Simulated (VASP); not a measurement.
# AlN (F-43m) in VASP: G0W0 quasiparticle levels with PBE

Aim: the G0W0 quasiparticle levels of AlN with PBE.

Program: VASP 6.6.1. These are calculated values, not measurements. Logs are shortened: lines on timing, memory, paths and dates and some standing lists are left out, and cuts for length are marked.

## (1) The cell of the first run

It takes space group F-43m (No. 216, cubic). Conventional cell: a = 4.368 Å, b = 4.368 Å, c = 4.368 Å, α = 90.00°, β = 90.00°, γ = 90.00°. Al (site symmetry -43m) has 4 N at 1.89 Å within 2.5 Å. N (site symmetry -43m) has 4 Al at 1.89 Å within 2.5 Å.

## (2) G0W0 quasiparticle levels, PBE

POSCAR reads:

```
AlN
1.0
    0.0000000000      2.1839935600      2.1839935600
    2.1839935600      0.0000000000      2.1839935600
    2.1839935600      2.1839935600      0.0000000000
Al N
1 1
Direct
    0.0000000000      0.0000000000      0.0000000000
    0.7500000000      0.7500000000      0.7500000000
```

INCAR.step1 reads:

```
SYSTEM = AlN
PREC     = Accurate       ! precision mode
ENCUT    = 500            ! plane-wave cutoff, eV
EDIFF    = 1E-8           ! SCF threshold, eV
ISMEAR   = 0              ! smearing method
SIGMA    = 0.01           ! smearing width, eV
LREAL    = .FALSE.        ! projectors in reciprocal space
LASPH    = .TRUE.         ! aspherical terms in the spheres
NELM     = 80             ! most SCF steps
ALGO     = Normal         ! electronic algorithm
LWAVE    = .TRUE.         ! write WAVECAR
LCHARG   = .FALSE.        ! write CHGCAR
GGA      = PE             ! functional
```

INCAR.step2 reads:

```
SYSTEM = AlN
PREC     = Accurate       ! precision mode
ENCUT    = 500            ! plane-wave cutoff, eV
EDIFF    = 1E-8           ! SCF threshold, eV
ISMEAR   = 0              ! smearing method
SIGMA    = 0.01           ! smearing width, eV
LREAL    = .FALSE.        ! projectors in reciprocal space
LASPH    = .TRUE.         ! aspherical terms in the spheres
NELM     = 1              ! most SCF steps
ALGO     = Exact          ! electronic algorithm
LWAVE    = .TRUE.         ! write WAVECAR
LCHARG   = .FALSE.        ! write CHGCAR
GGA      = PE             ! functional
NBANDS   = 64             ! bands
LOPTICS  = .TRUE.         ! frequency-dependent dielectric function
ISTART   = 1
```

INCAR.step3 reads:

```
SYSTEM = AlN
PREC     = Accurate       ! precision mode
ENCUT    = 500            ! plane-wave cutoff, eV
EDIFF    = 1E-8           ! SCF threshold, eV
ISMEAR   = 0              ! smearing method
SIGMA    = 0.01           ! smearing width, eV
LREAL    = .FALSE.        ! projectors in reciprocal space
LASPH    = .TRUE.         ! aspherical terms in the spheres
ALGO     = EVGW0          ! electronic algorithm
LWAVE    = .FALSE.        ! write WAVECAR
LCHARG   = .FALSE.        ! write CHGCAR
GGA      = PE             ! functional
NELMGW   = 1            
NBANDS   = 64             ! bands
ENCUTGW  = 80.0           ! cutoff of the response function
NOMEGA   = 48             ! frequency points
PRECFOCK = Fast         
ISTART   = 1            
NBANDSGW = 12
```

KPOINTS reads:

```
Automatic mesh
0
G
  4 4 4
  0 0 0
```

Potentials or basis: VASP PAW PBE potentials, release 64 (Al_GW, N_GW).

On the command line:

```sh
> cat potpaw_PBE.64/Al_GW/POTCAR potpaw_PBE.64/N_GW/POTCAR > POTCAR
> cp INCAR.step1 INCAR
> mpirun -np 1 vasp_std > vasp.out
> cp INCAR.step2 INCAR
> mpirun -np 1 vasp_std > vasp.out
> cp INCAR.step3 INCAR
> mpirun -np 1 vasp_std > vasp.out
```

OUTCAR:

```text
SYSTEM = AlN
   PREC = Accurate
   ENCUT = 500
   EDIFF = 1E-8
   ISMEAR = 0
   LREAL = .FALSE.
   LASPH = .TRUE.
   GGA = PE
   NELMGW = 1
   ENCUTGW = 80.0
   PRECFOCK = Fast
   ISTART = 1

 ion  position               nearest neighbor table
   1  0.000  0.000  0.000-   2 1.89   2 1.89   2 1.89   2 1.89
   2  0.750  0.750  0.750-   1 1.89   1 1.89   1 1.89   1 1.89

  LATTYP: Found a face centered cubic cell.
 ALAT       =     4.3679871200

  Lattice vectors:

 A1 = (   0.0000000000,   2.1839935600,   2.1839935600)
 A2 = (   2.1839935600,   0.0000000000,   2.1839935600)
 A3 = (   2.1839935600,   2.1839935600,   0.0000000000)

Analysis of symmetry for initial positions (statically):
=====================================================================
 Subroutine PRICEL returns:
 Original cell was already a primitive cell.

 Routine SETGRP: Setting up the symmetry group for a
 face centered cubic supercell.

 Subroutine GETGRP returns: Found 24 space group operations
 (whereof 24 operations were pure point group operations)
 out of a pool of 48 trial point group operations.

The static configuration has the point symmetry T_d .

Analysis of symmetry for dynamics (positions and initial velocities):
=====================================================================
 Subroutine PRICEL returns:
 Original cell was already a primitive cell.

 Routine SETGRP: Setting up the symmetry group for a
 face centered cubic supercell.

 Subroutine GETGRP returns: Found 24 space group operations
 (whereof 24 operations were pure point group operations)
 out of a pool of 48 trial point group operations.

The dynamic configuration has the point symmetry T_d .

 Subroutine INISYM returns: Found 24 space group operations
 (whereof 24 operations are pure point group operations),
 and found     1 'primitive' translations

----------------------------------------------------------------------------------------

                                     Primitive cell

  volume of cell :      20.8345

  direct lattice vectors                    reciprocal lattice vectors
     0.000000000  2.183993560  2.183993560    -0.228938404  0.228938404  0.228938404
     2.183993560  0.000000000  2.183993560     0.228938404 -0.228938404  0.228938404
     2.183993560  2.183993560  0.000000000     0.228938404  0.228938404 -0.228938404

  length of vectors
     3.088633313  3.088633313  3.088633313     0.396532948  0.396532948  0.396532948

  position of ions in fractional coordinates (direct lattice)
     0.000000000  0.000000000  0.000000000
     0.750000000  0.750000000  0.750000000

  ion indices of the primitive-cell ions
   primitive index   ion index
                 1           1
                 2           2

----------------------------------------------------------------------------------------

 KPOINTS: Automatic mesh

Automatic generation of k-mesh.
 Grid dimensions read from file:
 generate k-points for:    4    4    4

 Generating k-lattice:

  Cartesian coordinates                     Fractional coordinates (reciprocal lattice)
    -0.057234601  0.057234601  0.057234601     0.250000000  0.000000000  0.000000000
     0.057234601 -0.057234601  0.057234601     0.000000000  0.250000000  0.000000000
     0.057234601  0.057234601 -0.057234601     0.000000000  0.000000000  0.250000000

  Length of vectors
     0.099133237  0.099133237  0.099133237

  Shift w.r.t. Gamma in fractional coordinates (k-lattice)
     0.000000000  0.000000000  0.000000000

 Subroutine IBZKPT returns following result:
 ===========================================

 Found      8 irreducible k-points:

 Following reciprocal coordinates:
            Coordinates               Weight
  0.000000  0.000000  0.000000      1.000000
  0.250000  0.000000  0.000000      8.000000
  0.500000  0.000000  0.000000      4.000000
  0.250000  0.250000  0.000000      6.000000
  0.500000  0.250000  0.000000     24.000000
 -0.250000  0.250000  0.000000     12.000000
  0.500000  0.500000  0.000000      3.000000
 -0.250000  0.500000  0.250000      6.000000
   k-points           NKPTS =      8   k-points in BZ     NKDIM =     64   number of bands    NBANDS=     64
   number of dos      NEDOS =    301   number of ions     NIONS =      2
   total plane-waves  NPLWV =  13824
   dimension x,y,z NGX =    24 NGY =   24 NGZ =   24
   dimension x,y,z NGXF=    48 NGYF=   48 NGZF=   48
   ions per type =               1   1
   NGX,Y,Z   is equivalent  to a cutoff of  12.92, 12.92, 12.92 a.u.
   NGXF,Y,Z  is equivalent  to a cutoff of  25.84, 25.84, 25.84 a.u.
 SYSTEM =  AlN
   PREC   = accura    normal or accurate (medium, high low for compatibility)
   ISTART =      1    job   : 0-new  1-cont  2-samecut
   ICHARG =      0    charge: 1-file 2-atom 10-const
   ISPIN  =      1    spin polarized calculation?
   LNONCOLLINEAR =      F non collinear calculations
   LSORBIT =      F    spin-orbit coupling
   LASPH  =      T    aspherical Exc in radial PAW
   ENCUT  =  500.0 eV  36.75 Ry    6.06 a.u.   5.63  5.63  5.63*2*pi/ulx,y,z
   NELM   =     60;   NELMIN=  2; NELMDL=  0     # of ELM steps
   EDIFF  = 0.1E-07   stopping-criterion for ELM
   LREAL  =      F    real-space projection
   EDIFFG = 0.1E-06   stopping-criterion for IOM
   NSW    =      0    number of steps for IOM
   IBRION =     -1    ionic relax: 0-MD 1-quasi-New 2-CG
   NFREE  =      0    steps in history (QN), initial steepest desc. (CG)
   ISIF   =      0    stress and relaxation
   ISYM   =      3    0-nonsym 1-usesym 2-fastsym
   POTIM  = 0.5000    time-step for ionic-motion
   TEBEG  =    0.0;   TEEND  =   0.0 temperature during run
   PSTRESS=    0.0 pullay stress
   NELECT =       8.0000    total number of electrons
   NUPDOWN=      -1.0000    fix difference up-down
   EMIN   =  10.00;   EMAX   =-10.00  energy-range for DOS
   EFERMI =   0.00;   METHOD = LEGACY
   ISMEAR =     0;   SIGMA  =   0.01  broadening in eV -4-tet -1-fermi 0-gaus
   EFERMI_NEDOS =   21; number of points for ismear=-14 and -15
   IALGO  =     38    algorithm
   IMIX   =      4    mixing-type and parameters
     AMIX     =   0.40;   BMIX     =  1.00
     AMIX_MAG =   1.60;   BMIX_MAG =  1.00
  volume/ion in A,a.u.               =      10.42        70.30
  Fermi-wavevector in a.u.,A,eV,Ry     =   1.189899  2.248583 19.263943  1.415860
  Thomas-Fermi vector in A             =   2.325996
   LORBIT       =      0    0 simple, 1 ext, 2 COOP (PROOUT), +10 PAW based schemes
   GGA     = PE    functional components
   LHFCALC =     T    Hartree Fock is set to
   PRECFOCK=fast      Normal, Fast or Accurate (Low or Medium for compatibility)
   ENCUT4O =  -1.0   cutoff for four orbital integrals eV
   NKREDX  =     1    reduce k-point grid by
   NKREDY  =     1    reduce k-point grid by
   NKREDZ  =     1    reduce k-point grid by
   AEXX    =    1.0000 exact exchange contribution
   HFSCREEN=    0.0000 screening length (either q_TF or 0.3 A-1)
   HFSCREENC=   0.0000 screening length for correlation (either q_TF or 0.3 A-1)
   ENCUTFOCK=  -1.0 apply spherical cutoff to Coloumb kernel
   IVDW    =     0    specifies the selected vdW correction
   LEPSILON=     F    determine dielectric tensor
   LRPA    =     F    only Hartree local field effects (RPA)
   LRPAFORCE           =     F    calculate RPA forces
   ENCUTGW             =  80.0    cutoff for response function in eV
   ENCUTGWSOFT         =  64.0    soft cutoff for Coulomb kernel in GW response function in eV
   ENCUTLF             =  -1.0    cutoff for local field effects
   NELMGW              =     1    number of iterations in solving QP/BSE equation
   NELMHF              =     1    number of iterations in the inner HF iteration
   NKREDLFX            =     1    NKREDLFY  =   1   NKREDLFZ  =   1
 non-spin polarized calculation
 Gauss-broadening in eV      SIGMA  =   0.01
  energy-cutoff  :      500.00
  volume of cell :       20.83
 maximum number of plane-waves:       544
 NGX is ok and might be reduce to    24
  NGX = 14; NGY = 14; NGZ = 14
   NGX = 11   NGY = 11   NGZ = 11
 maximum number of plane-waves:        40
 NGX is ok and might be reduce to    10

 QP shifts <psi_nk| G(iteration)W_0 |psi_nk>: iteration 1
 for sc-GW calculations column KS-energies equals QP-energies in previous step
 and V_xc(KS)=  KS-energies - (<T + V_ion + V_H > + <T+V_H+V_ion>^1  + <V_x>^1)

 k-point   1 :       0.0000    0.0000    0.0000
  band No.  KS-energies  QP-energies   sigma(KS)   V_xc(KS)     V^pw_x(r,r')   Z            occupation Imag(sigma)

      1     -10.0158     -11.3083     -16.5978     -14.7848     -24.7568       0.7129       2.0000       1.2871
      2       4.9774       4.3967     -17.5003     -16.7557     -20.9000       0.7798       2.0000       0.1188
      3       4.9774       4.3967     -17.5003     -16.7557     -20.9000       0.7798       2.0000       0.1188
      4       4.9774       4.3967     -17.5003     -16.7557     -20.9000       0.7798       2.0000       0.1188
      5       9.1573       9.9136     -11.5588     -12.4998      -7.6594       0.8037       0.0000      -0.0969
      6      17.5017      18.5000      -9.0194     -10.2730      -4.0120       0.7964       0.0000      -0.1627
      7      17.5017      18.5000      -9.0194     -10.2730      -4.0120       0.7964       0.0000      -0.1627
      8      17.5017      18.5000      -9.0194     -10.2730      -4.0120       0.7964       0.0000      -0.1627
      9      22.6317      23.7033      -9.0923     -10.4502      -3.6831       0.7892       0.0000      -0.3099
     10      22.6317      23.7033      -9.0923     -10.4502      -3.6831       0.7892       0.0000      -0.3099
     11      24.0316      24.5913      -8.9225      -9.6398      -2.5825       0.7803       0.0000      -0.8271
     12      24.0316      24.5913      -8.9225      -9.6398      -2.5825       0.7803       0.0000      -0.8271

 k-point   2 :       0.2500    0.0000    0.0000
  band No.  KS-energies  QP-energies   sigma(KS)   V_xc(KS)     V^pw_x(r,r')   Z            occupation Imag(sigma)
[... 97 lines left out ...]
      1      -7.2685      -8.4214     -18.4829     -16.8800     -26.2675       0.7192       2.0000       0.8766
      2       1.1819       0.1815     -15.3369     -14.0047     -19.2398       0.7509       2.0000       0.1917
      3       1.5291       0.4885     -15.3163     -13.9359     -19.1018       0.7538       2.0000       0.1763
      4       2.2671       1.3089     -15.0224     -13.7748     -18.4009       0.7680       2.0000       0.1471
      5      11.0077      11.8065     -10.7750     -11.7790      -6.8294       0.7957       0.0000      -0.1060
      6      16.3909      17.4200     -10.6308     -11.9356      -5.8375       0.7887       0.0000      -0.1587
      7      16.9244      17.7625      -9.3639     -10.4297      -4.0310       0.7863       0.0000      -0.2263
      8      17.1356      18.6262     -11.7460     -13.6746      -6.6447       0.7729       0.0000      -0.1851
      9      22.1804      23.2572      -9.8299     -11.2593      -3.5284       0.7534       0.0000      -0.4600
     10      23.8565      24.7461      -9.5360     -10.6903      -3.3637       0.7708       0.0000      -0.5505
     11      29.9488      31.6113     -10.7691     -12.9332      -4.1170       0.7682       0.0000      -0.8839
     12      30.2658      31.6177     -10.4313     -12.1158      -4.0496       0.8025       0.0000      -1.0607
```

It took 48 s on 1 thread of Intel Xeon 8259CL, shared host; peak memory 0.19 GiB.

Results:

| Quantity | Value |
| --- | --- |
| Band gap on the k mesh, mean-field level | 3.29 eV, indirect (least direct gap 4.18 eV) |
| Quasiparticle gap | 4.31 eV |
| Least direct quasiparticle gap | 5.52 eV |

Caveat: the k points lie up to 0.62 Å⁻¹ apart; bands, screening cutoff and mesh are small and nothing is extrapolated, so the quasiparticle values aren't converged. A k mesh can miss the band edges.
